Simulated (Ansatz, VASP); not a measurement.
# N in VASP and in Ansatz

Contents of INCAR:

```
  ALGO = Normal
  EDIFF = 1E-6
  ENCUT = 520
  GGA = CA
  ISIF = 2
  ISMEAR = 0
  ISPIN = 2
  LASPH = True
  LCHARG = False
  LORBIT = 11
  LREAL = False
  LWAVE = False
  MAGMOM = 3.18 3.18
  NBANDS = 16
  NELM = 150
  PREC = Accurate
  SIGMA = 0.05
```

Contents of KPOINTS:

```
k-points
0
Gamma
  12 12 6
```

File POSCAR:

```
N
1.0
    3.8310179812      0.0000000000      0.0000000000
   -1.9155089906      3.3177588940      0.0000000000
    0.0000000000      0.0000000000      5.2851977966
N
2
Direct
    0.3333333333      0.6666666667      0.2500000000
    0.6666666667      0.3333333333      0.7500000000
```

Input for Ansatz:

```yaml
crystal:
  lattice:
    - [3.8310179812, 0.0, 0.0]
    - [-1.9155089906, 3.317758894, 0.0]
    - [0.0, 0.0, 5.2851977966]
  atoms:
    - { symbol: "N", position: [0.3333333333, 0.6666666667, 0.25], spin: 3.18 }
    - { symbol: "N", position: [0.6666666667, 0.3333333333, 0.75], spin: 3.18 }
basis:
  ecutwfc: 420
kpoints:
  mp_grid: { grid: [12, 12, 6] }
hamiltonian:
  xc: lda
scf:
  occupations: { method: gaussian, width: 0.05 }
output:
  forces: true
  stress: true
  eigenvalues: true
  populations: true
magnetization:
  spin_polarized: true
```

Alike in both runs: task single point; functional LDA; k mesh 12 × 12 × 6; occupations gaussian, width 0.05 eV; collinear spin.

|  | VASP | Ansatz |
| --- | --- | --- |
| version | VASP 6.6.1 | Ansatz 0.2.0 |
| potentials or method | VASP PAW LDA potentials, release 64 (N), cutoff 520 eV | scalar-relativistic, plane waves, PAW |
| valence electrons in the cell | 10 | 10 |

```tsv
	VASP	Ansatz	Ansatz less VASP
gap on the k mesh at the Fermi level (eV)	2.03	2.16	+0.132
least direct gap on the mesh (eV)	2.07	2.20	+0.135
pressure (GPa)	-0.3	-0.3	+0.07
traceless stress, the component that is largest in VASP (GPa)	0.11	0.10	-0.008
net moment per atom (μB)	3.00	3.00	0.000
size of the moment on the site where the two differ most (μB)	1.93	2.86	+0.937
```

LDA's correlation is that of Perdew and Zunger in VASP and of Perdew and Wang (1992) in Ansatz. Site moments also hang on the region over which each program counts them.
